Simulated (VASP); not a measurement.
# Ti3Al (P-6m2) in VASP: a series of runs, part 2 of 3

VASP 6.6.1. The steps go on from the part before.

## 3. Relaxation of cell and atoms, LDA

INCAR reads:

```
PREC = Accurate
ENCUT = 600
EDIFF = 1E-6
ISMEAR = -1
SIGMA = 0.15
LREAL = False
LASPH = True
NELM = 100
ALGO = Fast
ISIF = 3
LWAVE = False
LCHARG = False
IBRION = 2
NSW = 80
EDIFFG = -0.001
```

KPOINTS reads:

```
regular mesh
0
Gamma
  12 12 4
```

POSCAR reads:

```
Ti3Al
1.0
    2.8603930216      0.0000000000      0.0000000000
   -1.4301965108      2.4771730215      0.0000000000
    0.0000000000      0.0000000000      9.0481301876
Ti Al
3 1
Direct
    0.6666666667      0.3333333333      0.0000000000
    0.3333333333      0.6666666667      0.7515873925
    0.3333333333      0.6666666667      0.2484126075
    0.6666666667      0.3333333333      0.5000000000
```

Potentials or basis: VASP PAW LDA potentials, release 64 (Ti_sv, Al).

Launch:

```console
> cat potpaw_LDA.64/Ti_sv/POTCAR potpaw_LDA.64/Al/POTCAR > POTCAR
> mpirun -np 1 vasp_std > vasp.out
```

OUTCAR:

```text
PREC = Accurate
   ENCUT = 600
   EDIFF = 1E-6
   ISMEAR = -1
   LREAL = False
   LASPH = True
   NELM = 100
   ISIF = 3
   IBRION = 2
   NSW = 80
   EDIFFG = -0.001

 ion  position               nearest neighbor table
   1  0.667  0.333  0.000-   2 2.79   3 2.79   2 2.79   3 2.79   2 2.79   3 2.79
   2  0.333  0.667  0.752-   1 2.79   1 2.79   1 2.79   4 2.81   4 2.81   4 2.81
   3  0.333  0.667  0.248-   1 2.79   1 2.79   1 2.79   4 2.81   4 2.81   4 2.81
   4  0.667  0.333  0.500-   2 2.81   3 2.81   2 2.81   3 2.81   2 2.81   3 2.81

  LATTYP: Found a hexagonal cell.
 ALAT       =     2.8603930216
 C/A-ratio  =     3.1632471899

  Lattice vectors:

 A1 = (   2.8603930216,   0.0000000000,   0.0000000000)
 A2 = (  -1.4301965108,   2.4771730215,   0.0000000000)
 A3 = (   0.0000000000,   0.0000000000,   9.0481301876)

Analysis of symmetry for initial positions (statically):
=====================================================================
 Subroutine PRICEL returns:
 Original cell was already a primitive cell.

 Routine SETGRP: Setting up the symmetry group for a
 hexagonal supercell.

 Subroutine GETGRP returns: Found 12 space group operations
 (whereof 12 operations were pure point group operations)
 out of a pool of 24 trial point group operations.

The static configuration has the point symmetry D_3h.

Analysis of symmetry for dynamics (positions and initial velocities):
=====================================================================
 Subroutine PRICEL returns:
 Original cell was already a primitive cell.

 Routine SETGRP: Setting up the symmetry group for a
 hexagonal supercell.

 Subroutine GETGRP returns: Found 12 space group operations
 (whereof 12 operations were pure point group operations)
 out of a pool of 24 trial point group operations.

The dynamic configuration has the point symmetry D_3h.

 Subroutine INISYM returns: Found 12 space group operations
 (whereof 12 operations are pure point group operations),
 and found     1 'primitive' translations

----------------------------------------------------------------------------------------

                                     Primitive cell

  volume of cell :      64.1122

  direct lattice vectors                    reciprocal lattice vectors
     2.860393022  0.000000000  0.000000000     0.349602307  0.201842986  0.000000000
    -1.430196511  2.477173022  0.000000000     0.000000000  0.403685972  0.000000000
     0.000000000  0.000000000  9.048130188     0.000000000  0.000000000  0.110520072

  length of vectors
     2.860393022  2.860393022  9.048130188     0.403685972  0.403685972  0.110520072

  position of ions in fractional coordinates (direct lattice)
     0.666666667  0.333333333  0.000000000
     0.333333333  0.666666667  0.751587392
     0.333333333  0.666666667  0.248412608
     0.666666667  0.333333333  0.500000000

  ion indices of the primitive-cell ions
   primitive index   ion index
                 1           1
                 2           2
                 3           3
                 4           4

[... 62 lines left out ...]
   PREC   = accura    normal or accurate (medium, high low for compatibility)
   ISTART =      0    job   : 0-new  1-cont  2-samecut
   ICHARG =      2    charge: 1-file 2-atom 10-const
   ISPIN  =      1    spin polarized calculation?
   LNONCOLLINEAR =      F non collinear calculations
   LSORBIT =      F    spin-orbit coupling
   LASPH  =      T    aspherical Exc in radial PAW
   ENCUT  =  600.0 eV  44.10 Ry    6.64 a.u.   5.71  5.71 18.07*2*pi/ulx,y,z
   NELM   =    100;   NELMIN=  2; NELMDL= -5     # of ELM steps
   EDIFF  = 0.1E-05   stopping-criterion for ELM
   LREAL  =      F    real-space projection
   EDIFFG = -.1E-02   stopping-criterion for IOM
   NSW    =     80    number of steps for IOM
   IBRION =      2    ionic relax: 0-MD 1-quasi-New 2-CG
   NFREE  =      1    steps in history (QN), initial steepest desc. (CG)
   ISIF   =      3    stress and relaxation
   ISYM   =      2    0-nonsym 1-usesym 2-fastsym
   POTIM  = 0.5000    time-step for ionic-motion
   TEBEG  =    0.0;   TEEND  =   0.0 temperature during run
   PSTRESS=    0.0 pullay stress
   NELECT =      39.0000    total number of electrons
   NUPDOWN=      -1.0000    fix difference up-down
   EMIN   =  10.00;   EMAX   =-10.00  energy-range for DOS
   EFERMI =   0.00;   METHOD = LEGACY
   ISMEAR =    -1;   SIGMA  =   0.15  broadening in eV -4-tet -1-fermi 0-gaus
   EFERMI_NEDOS =   21; number of points for ismear=-14 and -15
   IALGO  =     68    algorithm
   IMIX   =      4    mixing-type and parameters
     AMIX     =   0.40;   BMIX     =  1.00
     AMIX_MAG =   1.60;   BMIX_MAG =  1.00
  volume/ion in A,a.u.               =      16.03       108.16
  Fermi-wavevector in a.u.,A,eV,Ry     =   1.387127  2.621289 26.179241  1.924120
  Thomas-Fermi vector in A             =   2.511377
   LORBIT       =      0    0 simple, 1 ext, 2 COOP (PROOUT), +10 PAW based schemes
   GGA     = CA    functional components
   LHFCALC =     F    Hartree Fock is set to
   AEXX    =    0.0000 exact exchange contribution
   IVDW    =     0    specifies the selected vdW correction
   LEPSILON=     F    determine dielectric tensor
   LRPA    =     F    only Hartree local field effects (RPA)
 conjugate gradient relaxation of ions
 non-spin polarized calculation
 RMM-DIIS sequential band-by-band and
  energy-cutoff  :      600.00
  volume of cell :       64.11
 maximum number of plane-waves:      2160
 NGX is ok and might be reduce to    24
   NGX = 11   NGY = 11   NGZ = 37

--------------------------------------- Ionic step        1  -------------------------------------------

 number of electron      39.0000007 magnetization

 Free energy of the ion-electron system (eV)
  ---------------------------------------------------
  ext. energy  EPLUGINS =         0.00000000
  ---------------------------------------------------
  free energy    TOTEN  =       -30.49647529 eV

  energy without entropy =      -30.17087033  energy(sigma->0) =      -30.33367281

------------------------ aborting loop because EDIFF is reached ----------------------------------------

  FORCE on cell =-STRESS in cart. coord.  units (eV):
  Direction    XX          YY          ZZ          XY          YZ          ZX
  --------------------------------------------------------------------------------------
  -------------------------------------------------------------------------------------
  Total       -0.0223601     -0.0223601      0.3245396      0.0000000     -0.0000000     -0.0000000
  in kB       -0.5587838     -0.5587838      8.1103086      0.0000000     -0.0000000     -0.0000000
  external PRESSURE =       2.3309137 kB  Pullay stress =       0.0000000 kB
[... 95 lines left out ...]
  FREE ENERGIE OF THE ION-ELECTRON SYSTEM (eV)
  ---------------------------------------------------
  free  energy   TOTEN  =       -30.4973799769 eV

  energy  without entropy=      -30.1683760044  energy(sigma->0) =      -30.33287799

[... ionic steps 4 to 21 ...]

--------------------------------------- Ionic step       22  -------------------------------------------

 number of electron      39.0000009 magnetization

------------------------ aborting loop because EDIFF is reached ----------------------------------------
[... 71 lines left out ...]
--------------------------------------- Ionic step       24  -------------------------------------------

 number of electron      39.0000009 magnetization

 Free energy of the ion-electron system (eV)
  ---------------------------------------------------
  ext. energy  EPLUGINS =         0.00000000
  ---------------------------------------------------
  free energy    TOTEN  =       -30.49777460 eV

  energy without entropy =      -30.16744514  energy(sigma->0) =      -30.33260987

 E-fermi :   8.4565     XC(G=0): -11.7418

 val. band max:        8.4306373572   @ k =   0.4167   0.0833   0.5000
 cond. band min:       8.4644876585   @ k =   0.2500   0.2500   0.0000
 fundamental gap:      0.0338503013
 Fermi energy:         8.4564655956

 k-point     1 :       0.0000    0.0000    0.0000
  band No.  band energies     occupation
      1     -47.4450      2.00000
      2     -47.3809      2.00000
      3     -47.3045      2.00000
      4     -24.4065      2.00000
      5     -24.0984      2.00000
      6     -23.7388      2.00000
[... 613 lines left out ...]
     22       9.3674      0.00460
     23       9.6056      0.00094

 [... further k-points ...]

------------------------ aborting loop because EDIFF is reached ----------------------------------------

  FORCE on cell =-STRESS in cart. coord.  units (eV):
  Direction    XX          YY          ZZ          XY          YZ          ZX
  --------------------------------------------------------------------------------------
  -------------------------------------------------------------------------------------
  Total        0.0023198      0.0023198     -0.0002070      0.0000000     -0.0000000      0.0000000
  in kB        0.0579013      0.0579013     -0.0051676      0.0000000     -0.0000000      0.0000000
  external PRESSURE =       0.0368783 kB  Pullay stress =       0.0000000 kB
[... 19 lines left out ...]
  FREE ENERGIE OF THE ION-ELECTRON SYSTEM (eV)
  ---------------------------------------------------
  free  energy   TOTEN  =       -30.4977745977 eV

  energy  without entropy=      -30.1674451390  energy(sigma->0) =      -30.33260987

 reached required accuracy - stopping structural energy minimisation
```

Run time: 15 min. Hardware: 1 thread of AMD EPYC 9R45 (Zen 5), shared host; peak memory 0.2 GiB.

What came out:

```
Free energy                           : -30.4978 eV
Relaxed volume                        : 16.05 Å³/atom
Relaxed cell                          : a = 2.855 Å, b = 2.855 Å, c = 9.092 Å, α = 90.00°, β = 90.00°, γ = 120.00°
Space group after relaxing (to 0.1 Å) : P-6m2 (No. 187)
Energy gained by relaxing             : 0.3 meV/atom
Ionic steps                           : 24
Pressure after relaxing               : 0.0 GPa
Band gap on the k mesh                : zero (an odd number of electrons rules out a gap without spin polarisation)
```

Step by step:
```
step  energy change (eV)  largest force (eV/Å)  pressure (GPa)  volume (Å³)
   1              0.0000                0.0536            0.23        64.11
   2             -0.0009                0.0366           -0.19        64.33
   3             -0.0009                0.0339           -0.24        64.35
   4             -0.0012                0.0237           -0.01        64.19
   5             -0.0012                0.0223            0.03        64.16
   6             -0.0012                0.0181            0.14        64.11
   7             -0.0012                0.0234            0.08        64.15
   8             -0.0012                0.0246            0.09        64.16
   9             -0.0013                0.0054            0.05        64.18
  10             -0.0013                0.0028            0.05        64.18
  11             -0.0013                0.0061            0.01        64.18
  12             -0.0013                0.0021            0.03        64.18
  13             -0.0013                0.0052            0.02        64.18
  14             -0.0013                0.0046            0.01        64.19
  15             -0.0013                0.0036            0.00        64.20
  16             -0.0013                0.0038           -0.01        64.20
  17             -0.0013                0.0008           -0.01        64.20
  18             -0.0013                0.0011           -0.01        64.20
  19             -0.0013                0.0009            0.01        64.19
  20             -0.0013                0.0012           -0.01        64.19
  21             -0.0013                0.0024            0.01        64.19
  22             -0.0013                0.0020            0.02        64.19
  23             -0.0013                0.0014            0.01        64.19
  24             -0.0013                0.0001            0.00        64.19
```

Final structure:
```
Ti Al
1.0
     2.85519    0.00000    0.00000
    -1.42760    2.47267    0.00000
     0.00000    0.00000    9.09238
Ti Al
3 1
Direct
  0.66667 0.33333 0.00000
  0.33333 0.66667 0.75067
  0.33333 0.66667 0.24933
  0.66667 0.33333 0.50000
```

Caveat: the highest band is partly filled, so the run has too few bands.

(Continued in part 3 of 3.)

The gap in the log of VASP goes by the Fermi energy; the results here count the filled bands.